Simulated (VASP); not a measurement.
# CuO2 (Pmmm) in VASP: single point with PBEsol

Aim: the single point of CuO2 with PBEsol.

All numbers are computed with VASP 6.6.1; they aren't measurements. Logs are shortened: lines on timing, memory, paths and dates and some standing lists are left out, and cuts for length are marked.

### Step 1. The cell of the first run

Symmetry: Pmmm, No. 47, orthorhombic system. The conventional cell has a = 2.421 Å, b = 6.446 Å, c = 7.067 Å, α = 90.00°, β = 90.00°, γ = 90.00°. Cu (site symmetry mmm) has 2 Cu at 2.42 Å and 2 O at 2.91 Å within 3.2 Å. O (site symmetry mm2) has 1 O at 1.24 Å within 1.7 Å.

### Step 2. Single point, PBEsol

The input, INCAR:

```
  PREC = Accurate
  ENCUT = 820
  EDIFF = 1E-6
  ISMEAR = 0
  SIGMA = 0.1
  LREAL = F
  LASPH = T
  NELM = 120
  ALGO = Normal
  ISIF = 2
  LWAVE = F
  LCHARG = T
  GGA = PS
  LELF = T
  LVHAR = T
  NBANDS = 22
  GGA_COMPAT = F
```

The input, KPOINTS:

```
Automatic mesh
0
Gamma
  18 8 6
```

The input, POSCAR:

```
CuO2
1.0
    2.4212910000      0.0000000000      0.0000000000
    0.0000000000      6.4459520000      0.0000000000
    0.0000000000      0.0000000000      7.0670430000
Cu O
1 2
Direct
    0.0000000000      0.5000000000      0.0000000000
    0.0000000000      0.5000000000      0.4124350000
    0.0000000000      0.5000000000      0.5875650000
```

Potentials or basis: VASP PAW PBE potentials, release 64 (Cu_sv_GW, O).

Run with:

```
$ cat potpaw_PBE.64/Cu_sv_GW/POTCAR potpaw_PBE.64/O/POTCAR > POTCAR
$ mpirun -np 1 vasp_std > vasp.out
```

OUTCAR:

```text
PREC = Accurate
   ENCUT = 820
   EDIFF = 1E-6
   ISMEAR = 0
   LREAL = F
   LASPH = T
   NELM = 120
   ISIF = 2
   GGA = PS

 ion  position               nearest neighbor table
   1  0.000  0.500  0.000-
   2  0.000  0.500  0.412-   3 1.24
   3  0.000  0.500  0.588-   2 1.24

  LATTYP: Found a simple orthorhombic cell.
 ALAT       =     2.4212910000
 B/A-ratio  =     2.6621963242
 C/A-ratio  =     2.9187086558

  Lattice vectors:

 A1 = (   2.4212910000,   0.0000000000,   0.0000000000)
 A2 = (   0.0000000000,   6.4459520000,   0.0000000000)
 A3 = (   0.0000000000,   0.0000000000,   7.0670430000)

Analysis of symmetry for initial positions (statically):
=====================================================================
 Subroutine PRICEL returns:
 Original cell was already a primitive cell.

 Routine SETGRP: Setting up the symmetry group for a
 simple orthorhombic supercell.

 Subroutine GETGRP returns: Found  8 space group operations
 (whereof  8 operations were pure point group operations)
 out of a pool of  8 trial point group operations.

The static configuration has the point symmetry D_2h.

Analysis of symmetry for dynamics (positions and initial velocities):
=====================================================================
 Subroutine PRICEL returns:
 Original cell was already a primitive cell.

 Routine SETGRP: Setting up the symmetry group for a
 simple orthorhombic supercell.

 Subroutine GETGRP returns: Found  8 space group operations
 (whereof  8 operations were pure point group operations)
 out of a pool of  8 trial point group operations.

The dynamic configuration has the point symmetry D_2h.

 Subroutine INISYM returns: Found  8 space group operations
 (whereof  8 operations are pure point group operations),
 and found     1 'primitive' translations

----------------------------------------------------------------------------------------

                                     Primitive cell

  volume of cell :     110.2991

  direct lattice vectors                    reciprocal lattice vectors
     2.421291000  0.000000000  0.000000000     0.413002815  0.000000000  0.000000000
     0.000000000  6.445952000  0.000000000     0.000000000  0.155136123  0.000000000
     0.000000000  0.000000000  7.067043000     0.000000000  0.000000000  0.141501898

  length of vectors
     2.421291000  6.445952000  7.067043000     0.413002815  0.155136123  0.141501898

  position of ions in fractional coordinates (direct lattice)
     0.000000000  0.500000000  0.000000000
     0.000000000  0.500000000  0.412435000
     0.000000000  0.500000000  0.587565000

  ion indices of the primitive-cell ions
   primitive index   ion index
                 1           1
                 2           2
                 3           3

----------------------------------------------------------------------------------------

 KPOINTS: Automatic mesh

Automatic generation of k-mesh.
 Grid dimensions read from file:
 generate k-points for:   18    8    6

 Generating k-lattice:

  Cartesian coordinates                     Fractional coordinates (reciprocal lattice)
     0.022944601  0.000000000  0.000000000     0.055555556  0.000000000  0.000000000
     0.000000000  0.019392015  0.000000000     0.000000000  0.125000000  0.000000000
     0.000000000  0.000000000  0.023583650     0.000000000  0.000000000  0.166666667

  Length of vectors
     0.022944601  0.019392015  0.023583650

  Shift w.r.t. Gamma in fractional coordinates (k-lattice)
     0.000000000  0.000000000  0.000000000

 Subroutine IBZKPT returns following result:
 ===========================================

 Found    200 irreducible k-points:

 Following reciprocal coordinates:
            Coordinates               Weight
  0.000000  0.000000  0.000000      1.000000
  0.055556  0.000000  0.000000      2.000000
  0.111111  0.000000  0.000000      2.000000
  0.166667  0.000000  0.000000      2.000000
  0.222222  0.000000  0.000000      2.000000
  0.277778  0.000000  0.000000      2.000000
[... 16 lines left out ...]
  0.111111  0.250000  0.000000      4.000000
  0.166667  0.250000  0.000000      4.000000
 [... further k-points ...]
   k-points           NKPTS =    200   k-points in BZ     NKDIM =    200   number of bands    NBANDS=     22
   number of dos      NEDOS =    301   number of ions     NIONS =      3
   total plane-waves  NPLWV = 100800
   dimension x,y,z NGX =    24 NGY =   60 NGZ =   70
   dimension x,y,z NGXF=    48 NGYF=  120 NGZF=  140
   ions per type =               1   2
   NGX,Y,Z   is equivalent  to a cutoff of  16.48, 15.47, 16.47 a.u.
   NGXF,Y,Z  is equivalent  to a cutoff of  32.96, 30.95, 32.93 a.u.
 SYSTEM =  unknown system
   PREC   = accura    normal or accurate (medium, high low for compatibility)
   ISTART =      0    job   : 0-new  1-cont  2-samecut
   ICHARG =      2    charge: 1-file 2-atom 10-const
   ISPIN  =      1    spin polarized calculation?
   LNONCOLLINEAR =      F non collinear calculations
   LSORBIT =      F    spin-orbit coupling
   LASPH  =      T    aspherical Exc in radial PAW
   ENCUT  =  820.0 eV  60.27 Ry    7.76 a.u.   5.65 15.05 16.50*2*pi/ulx,y,z
   NELM   =    120;   NELMIN=  2; NELMDL= -5     # of ELM steps
   EDIFF  = 0.1E-05   stopping-criterion for ELM
   LREAL  =      F    real-space projection
   EDIFFG = 0.1E-04   stopping-criterion for IOM
   NSW    =      0    number of steps for IOM
   IBRION =     -1    ionic relax: 0-MD 1-quasi-New 2-CG
   NFREE  =      0    steps in history (QN), initial steepest desc. (CG)
   ISIF   =      2    stress and relaxation
   ISYM   =      2    0-nonsym 1-usesym 2-fastsym
   POTIM  = 0.5000    time-step for ionic-motion
   TEBEG  =    0.0;   TEEND  =   0.0 temperature during run
   PSTRESS=    0.0 pullay stress
   NELECT =      31.0000    total number of electrons
   NUPDOWN=      -1.0000    fix difference up-down
   EMIN   =  10.00;   EMAX   =-10.00  energy-range for DOS
   EFERMI =   0.00;   METHOD = LEGACY
   ISMEAR =     0;   SIGMA  =   0.10  broadening in eV -4-tet -1-fermi 0-gaus
   EFERMI_NEDOS =   21; number of points for ismear=-14 and -15
   IALGO  =     38    algorithm
   IMIX   =      4    mixing-type and parameters
     AMIX     =   0.40;   BMIX     =  1.00
     AMIX_MAG =   1.60;   BMIX_MAG =  1.00
  volume/ion in A,a.u.               =      36.77       248.11
  Fermi-wavevector in a.u.,A,eV,Ry     =   1.072354  2.026455 15.645923  1.149943
  Thomas-Fermi vector in A             =   2.208121
   LORBIT       =      0    0 simple, 1 ext, 2 COOP (PROOUT), +10 PAW based schemes
   GGA     = PS    functional components
   LHFCALC =     F    Hartree Fock is set to
   AEXX    =    0.0000 exact exchange contribution
   IVDW    =     0    specifies the selected vdW correction
   LEPSILON=     F    determine dielectric tensor
   LRPA    =     F    only Hartree local field effects (RPA)
 non-spin polarized calculation
 Gauss-broadening in eV      SIGMA  =   0.10
  energy-cutoff  :      820.00
  volume of cell :      110.30
 maximum number of plane-waves:      5934
 NGX is ok and might be reduce to    24
   NGX = 11   NGY = 31   NGZ = 33

 number of electron      31.0000002 magnetization

 Free energy of the ion-electron system (eV)
  ---------------------------------------------------
  ext. energy  EPLUGINS =         0.00000000
  ---------------------------------------------------
  free energy    TOTEN  =       -11.95659274 eV

  energy without entropy =      -11.93772972  energy(sigma->0) =      -11.94716123

 E-fermi :  -3.0148     XC(G=0):  -5.1629

 val. band max:       -3.0157714268   @ k =   0.2778   0.0000   0.3333
 cond. band min:      -2.9921810974   @ k =   0.2222   0.0000   0.0000
 fundamental gap:      0.0235903294
 Fermi energy:        -3.0147895698

 k-point     1 :       0.0000    0.0000    0.0000
  band No.  band energies     occupation
      1    -113.1781      2.00000
      2     -70.8139      2.00000
      3     -70.6822      2.00000
      4     -70.6744      2.00000
      5     -29.3059      2.00000
      6     -17.4191      2.00000
[... 14 lines left out ...]
     21       4.8070      0.00000
     22       5.5966      0.00000

 k-point     2 :       0.0556    0.0000    0.0000
  band No.  band energies     occupation
      1    -113.1778      2.00000
      2     -70.8172      2.00000
      3     -70.6820      2.00000
      4     -70.6741      2.00000
      5     -29.2871      2.00000
      6     -17.3932      2.00000
[... 14 lines left out ...]
     21       4.8851      0.00000
     22       5.6675      0.00000

 k-point     3 :       0.1111    0.0000    0.0000
  band No.  band energies     occupation
      1    -113.1770      2.00000
      2     -70.8267      2.00000
      3     -70.6812      2.00000
      4     -70.6733      2.00000
      5     -29.2323      2.00000
      6     -17.3175      2.00000
[... 14 lines left out ...]
     21       5.1176      0.00000
     22       5.8747      0.00000

 k-point     4 :       0.1667    0.0000    0.0000
  band No.  band energies     occupation
      1    -113.1756      2.00000
      2     -70.8411      2.00000
      3     -70.6799      2.00000
      4     -70.6720      2.00000
      5     -29.1471      2.00000
      6     -17.1983      2.00000
[... 14 lines left out ...]
     21       5.5014      0.00000
     22       6.1992      0.00000

 k-point     5 :       0.2222    0.0000    0.0000
  band No.  band energies     occupation
      1    -113.1738      2.00000
      2     -70.8586      2.00000
      3     -70.6783      2.00000
      4     -70.6704      2.00000
      5     -29.0399      2.00000
      6     -17.0465      2.00000
[... 417 lines left out ...]
 k-point    22 :       0.0556    0.2500    0.0000
  band No.  band energies     occupation
      1    -113.1779      2.00000
      2     -70.8172      2.00000
      3     -70.6821      2.00000
      4     -70.6742      2.00000
      5     -29.2871      2.00000
      6     -17.3932      2.00000
[... 14 lines left out ...]
     21       5.0357      0.00000
     22       5.4128      0.00000

 k-point    23 :       0.1111    0.2500    0.0000
  band No.  band energies     occupation
      1    -113.1770      2.00000
      2     -70.8267      2.00000
      3     -70.6812      2.00000
      4     -70.6733      2.00000
      5     -29.2323      2.00000
      6     -17.3175      2.00000
[... 14 lines left out ...]
     21       5.2495      0.00000
     22       5.6259      0.00000

 k-point    24 :       0.1667    0.2500    0.0000
  band No.  band energies     occupation
      1    -113.1756      2.00000
      2     -70.8411      2.00000
      3     -70.6800      2.00000
      4     -70.6720      2.00000
      5     -29.1470      2.00000
      6     -17.1983      2.00000
[... 14 lines left out ...]
     21       5.6032      0.00000
     22       5.9749      0.00000

 [... further k-points ...]

------------------------ aborting loop because EDIFF is reached ----------------------------------------

  FORCE on cell =-STRESS in cart. coord.  units (eV):
  Direction    XX          YY          ZZ          XY          YZ          ZX
  --------------------------------------------------------------------------------------
  -------------------------------------------------------------------------------------
  Total       -3.1161646     -0.2325327     -0.7536202      0.0000000      0.0000000      0.0000000
  in kB      -45.2646520     -3.3777134    -10.9469048      0.0000000      0.0000000      0.0000000
  external PRESSURE =     -19.8630901 kB  Pullay stress =       0.0000000 kB

 VOLUME and BASIS-vectors are now :
 -----------------------------------------------------------------------------
  energy-cutoff  :      820.00
  volume of cell :      110.30
      direct lattice vectors                 reciprocal lattice vectors
     2.421291000  0.000000000  0.000000000     0.413002815  0.000000000  0.000000000
     0.000000000  6.445952000  0.000000000     0.000000000  0.155136123  0.000000000
     0.000000000  0.000000000  7.067043000     0.000000000  0.000000000  0.141501898

 POSITION                                       TOTAL-FORCE (eV/Angst)
 -----------------------------------------------------------------------------------
      0.00000      3.22298      0.00000         0.000000     -0.000000      0.000000
      0.00000      3.22298      2.91470         0.000000      0.000000      0.055298
      0.00000      3.22298      4.15235         0.000000     -0.000000     -0.055298
 -----------------------------------------------------------------------------------
    total drift:                                0.000000      0.000000      0.000000

  FREE ENERGIE OF THE ION-ELECTRON SYSTEM (eV)
  ---------------------------------------------------
  free  energy   TOTEN  =       -11.9565927378 eV

  energy  without entropy=      -11.9377297192  energy(sigma->0) =      -11.94716123
```

It took 11 min on 1 thread of Intel Xeon 6975P-C (Granite Rapids), shared host; peak memory 1.1 GiB.

What came out:

```
Free energy            : -11.9566 eV
Pressure               : -2.0 GPa
Largest force          : 0.055 eV/Å
Band gap on the k mesh : zero (an odd number of electrons rules out a gap without spin polarisation)
```

Forces on the atoms (eV/Å):
```
Cu   0.000  0.000  0.000
O    0.000  0.000  0.055
O    0.000  0.000 -0.055
```

Caveat: the standard files for N, O and F lose accuracy on very short bonds; the PAW data sets were made with another functional, which shifts forces and pressure a little; an odd number of electrons without spin polarisation forces a metal; a magnetic or distorted state may lie lower; semilocal functionals often make such compounds metallic where correlation or magnetic order opens a gap, which also shifts bond lengths.

The gap in the log of VASP goes by the Fermi energy; the results here count the filled bands.